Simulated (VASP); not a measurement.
# CuO in VASP: single point with revpbe exchange, lyp correlation

Aim: the single point of CuO with revpbe exchange, lyp correlation.

All numbers are computed with VASP 6.6.1; they aren't measurements. Logs are shortened: lines on timing, memory, paths and dates and some standing lists are left out, and cuts for length are marked.

### 1 The cell of the first run

The typed cell holds 4 atoms: a = 3.050 Å, b = 3.050 Å, c = 5.251 Å, α = 89.99°, β = 89.99°, γ = 89.95°.

### 2 Single point, revpbe exchange, lyp correlation

Contents of INCAR:

```
SYSTEM = CuO
PREC = Accurate ; ENCUT = 600
EDIFF = 1E-6 ; ISMEAR = 0
SIGMA = 0.1 ; LREAL = .False.
LASPH = .True. ; NELM = 120
ALGO = Normal ; ISIF = 2
LWAVE = .False. ; LCHARG = .False.
GGA = LIBXC ; LIBXC1 = GGA_X_PBE_R
LIBXC2 = GGA_C_LYP ; NBANDS = 25
GGA_COMPAT = .False.
```

Contents of KPOINTS:

```
Automatic mesh
0
Gamma
  12 12 7
  0.5 0.5 0.5
```

Contents of POSCAR:

```
CuO
1.0
    2.1512203840     -2.1559982069      0.1701514716
    2.1512203840      2.1559982069      0.1701514716
   -0.4133448153      0.0000000000      5.2351994461
Cu O
2 2
Direct
    0.0000000000      0.5000000000      0.0000000000
    0.5000000000      0.0000000000      0.5000000000
    0.5000017305      0.4999982695      0.2500000000
    0.4999982695      0.5000017305      0.7500000000
```

Potentials or basis: VASP PAW PBE potentials, release 64 (Cu, O).

Started as:

```
$ cat potpaw_PBE.64/Cu/POTCAR potpaw_PBE.64/O/POTCAR > POTCAR
$ mpirun -np 1 vasp_std > vasp.out
```

OUTCAR:

```text
SYSTEM = CuO
   PREC = Accurate
   ENCUT = 600
   EDIFF = 1E-6
   ISMEAR = 0
   LREAL = .False.
   LASPH = .True.
   NELM = 120
   ISIF = 2
   GGA = LIBXC

 ion  position               nearest neighbor table
   1  0.000  0.500  0.000-   3 2.01   4 2.01   3 2.01   4 2.01
   2  0.500  0.000  0.500-   3 2.01   4 2.01   4 2.01   3 2.01
   3  0.500  0.500  0.250-   1 2.01   2 2.01   2 2.01   1 2.01
   4  0.500  0.500  0.750-   1 2.01   2 2.01   1 2.01   2 2.01

  LATTYP: Found a base centered monoclinic cell.
 ALAT       =     4.3158779704
 B/A-ratio  =     0.9991006334
 C/A-ratio  =     1.2167841482
 COS(beta)  =    -0.0001395201

  Lattice vectors:

 A1 = (  -2.1512203840,   2.1559982069,  -0.1701514716)
 A2 = (  -2.1512203840,  -2.1559982069,  -0.1701514716)
 A3 = (  -0.4133448153,   0.0000000000,   5.2351994461)

Analysis of symmetry for initial positions (statically):
=====================================================================
 Subroutine PRICEL returns:
 Original cell was already a primitive cell.

 Routine SETGRP: Setting up the symmetry group for a
 base centered monoclinic supercell.

 Subroutine GETGRP returns: Found  4 space group operations
 (whereof  2 operations were pure point group operations)
 out of a pool of  4 trial point group operations.

The static configuration has the point symmetry S_2 .
 The point group associated with its full space group is C_2h.

Analysis of symmetry for dynamics (positions and initial velocities):
=====================================================================
 Subroutine PRICEL returns:
 Original cell was already a primitive cell.

 Routine SETGRP: Setting up the symmetry group for a
 base centered monoclinic supercell.

 Subroutine GETGRP returns: Found  4 space group operations
 (whereof  2 operations were pure point group operations)
 out of a pool of  4 trial point group operations.

The dynamic configuration has the point symmetry S_2 .
 The point group associated with its full space group is C_2h.

 Subroutine INISYM returns: Found  4 space group operations
 (whereof  2 operations are pure point group operations),
 and found     1 'primitive' translations

----------------------------------------------------------------------------------------

                                     Primitive cell

  volume of cell :      48.8653

  direct lattice vectors                    reciprocal lattice vectors
     2.151220384 -2.155998207  0.170151472     0.230983724 -0.231911139  0.018237304
[... 86 lines left out ...]
   LSORBIT =      F    spin-orbit coupling
   LASPH  =      T    aspherical Exc in radial PAW
   ENCUT  =  600.0 eV  44.10 Ry    6.64 a.u.   6.09  6.09 10.49*2*pi/ulx,y,z
   NELM   =    120;   NELMIN=  2; NELMDL= -5     # of ELM steps
   EDIFF  = 0.1E-05   stopping-criterion for ELM
   LREAL  =      F    real-space projection
   EDIFFG = 0.1E-04   stopping-criterion for IOM
   NSW    =      0    number of steps for IOM
   IBRION =     -1    ionic relax: 0-MD 1-quasi-New 2-CG
   NFREE  =      0    steps in history (QN), initial steepest desc. (CG)
   ISIF   =      2    stress and relaxation
   ISYM   =      2    0-nonsym 1-usesym 2-fastsym
   POTIM  = 0.5000    time-step for ionic-motion
   TEBEG  =    0.0;   TEEND  =   0.0 temperature during run
   PSTRESS=    0.0 pullay stress
   NELECT =      34.0000    total number of electrons
   NUPDOWN=      -1.0000    fix difference up-down
   EMIN   =  10.00;   EMAX   =-10.00  energy-range for DOS
   EFERMI =   0.00;   METHOD = LEGACY
   ISMEAR =     0;   SIGMA  =   0.10  broadening in eV -4-tet -1-fermi 0-gaus
   EFERMI_NEDOS =   21; number of points for ismear=-14 and -15
   IALGO  =     38    algorithm
   IMIX   =      4    mixing-type and parameters
     AMIX     =   0.40;   BMIX     =  1.00
     AMIX_MAG =   1.60;   BMIX_MAG =  1.00
  volume/ion in A,a.u.               =      12.22        82.44
  Fermi-wavevector in a.u.,A,eV,Ry     =   1.450667  2.741363 28.632572  2.104435
  Thomas-Fermi vector in A             =   2.568253
   LORBIT       =      0    0 simple, 1 ext, 2 COOP (PROOUT), +10 PAW based schemes
   GGA     = LIBXC    functional components
   LHFCALC =     F    Hartree Fock is set to
   AEXX    =    0.0000 exact exchange contribution
   IVDW    =     0    specifies the selected vdW correction
   LEPSILON=     F    determine dielectric tensor
   LRPA    =     F    only Hartree local field effects (RPA)
 non-spin polarized calculation
 Gauss-broadening in eV      SIGMA  =   0.10
  energy-cutoff  :      600.00
  volume of cell :       48.87
 maximum number of plane-waves:      1657
   NGX = 13   NGY = 13   NGZ = 21

 number of electron      33.9999996 magnetization

 Free energy of the ion-electron system (eV)
  ---------------------------------------------------
  ext. energy  EPLUGINS =         0.00000000
  ---------------------------------------------------
  free energy    TOTEN  =       -17.41335782 eV

  energy without entropy =      -17.40130140  energy(sigma->0) =      -17.40732961

 E-fermi :   4.2347     XC(G=0): -10.0721

 val. band max:        4.2303166522   @ k =  -0.1250  -0.2083   0.0714
 cond. band min:       4.2646991846   @ k =   0.4583   0.3750   0.3571
 fundamental gap:      0.0343825325
 Fermi energy:         4.2346747235

 k-point     1 :       0.0417    0.0417    0.0714
  band No.  band energies     occupation
      1     -14.7382      2.00000
      2     -13.6741      2.00000
      3      -2.8109      2.00000
      4      -0.5922      2.00000
      5      -0.5860      2.00000
      6       0.8158      2.00000
[... 661 lines left out ...]
     24      15.9809      0.00000
     25      18.9251      0.00000

 [... further k-points ...]
[... 5 lines left out ...]
  --------------------------------------------------------------------------------------
  -------------------------------------------------------------------------------------
  Total       -0.5397707     -0.5340860     -0.4697564      0.0000000      0.0000000     -0.0072404
  in kB      -17.6978151    -17.5114259    -15.4022107      0.0000000      0.0000000     -0.2373962
  external PRESSURE =     -16.8704839 kB  Pullay stress =       0.0000000 kB

 VOLUME and BASIS-vectors are now :
 -----------------------------------------------------------------------------
  energy-cutoff  :      600.00
  volume of cell :       48.87
      direct lattice vectors                 reciprocal lattice vectors
     2.151220384 -2.155998207  0.170151472     0.230983724 -0.231911139  0.018237304
     2.151220384  2.155998207  0.170151472     0.230983724  0.231911139  0.018237304
    -0.413344815  0.000000000  5.235199446    -0.015014603  0.000000000  0.189829213

 POSITION                                       TOTAL-FORCE (eV/Angst)
 -----------------------------------------------------------------------------------
      1.07561      1.07800      0.08508        -0.000000      0.000000     -0.000000
      0.86894     -1.07800      2.70268        -0.000000     -0.000000     -0.000000
      2.04788     -0.00001      1.47895        -0.000000      0.000473     -0.000000
      1.84121      0.00001      4.09655         0.000000     -0.000473      0.000000
 -----------------------------------------------------------------------------------
    total drift:                                0.000000      0.000000     -0.000000

  FREE ENERGIE OF THE ION-ELECTRON SYSTEM (eV)
  ---------------------------------------------------
  free  energy   TOTEN  =       -17.4133578217 eV

  energy  without entropy=      -17.4013013990  energy(sigma->0) =      -17.40732961
```

stdout:

```text
POSCAR found type information on POSCAR CuO
 POSCAR found :  2 types and       4 ions
 scaLAPACK will be used
 -----------------------------------------------------------------------------
|                                                                             |
|                                                                             |
|     You enforced a specific xc type in the INCAR file but a different       |
|     I HOPE YOU KNOW WHAT YOU ARE DOING!                                     |
|                                                                             |
 -----------------------------------------------------------------------------

 LDA part: xc-table for (None,None), standard interpolation
 POSCAR, INCAR and KPOINTS ok, starting setup
 FFT: planning ... GRIDC
 FFT: planning ... GRID_SOFT
 FFT: planning ... GRID
 WAVECAR not read
 entering main loop
```

Wall time 2.3 min (1 thread of Intel Xeon 6975P-C (Granite Rapids), shared host); peak memory 0.43 GiB.

What came out:

```
Free energy            : -17.4134 eV
Pressure               : -1.7 GPa
Band gap on the k mesh : zero (bands 17 and 18 overlap by 1.06 eV)
```

Levels at points of the mesh, in eV from the Fermi level:
```tsv
k point	band 14	band 15	band 16	band 17	band 18	band 19	band 20	band 21
(0.04, 0.04, 0.07)	-2.07	-1.98	-1.74	0.54	0.57	1.52	6.04	7.25
```

Caveat: the PAW data sets were made with another functional, which shifts forces and pressure a little; semilocal functionals often make such compounds metallic where correlation or magnetic order opens a gap, which also shifts bond lengths.
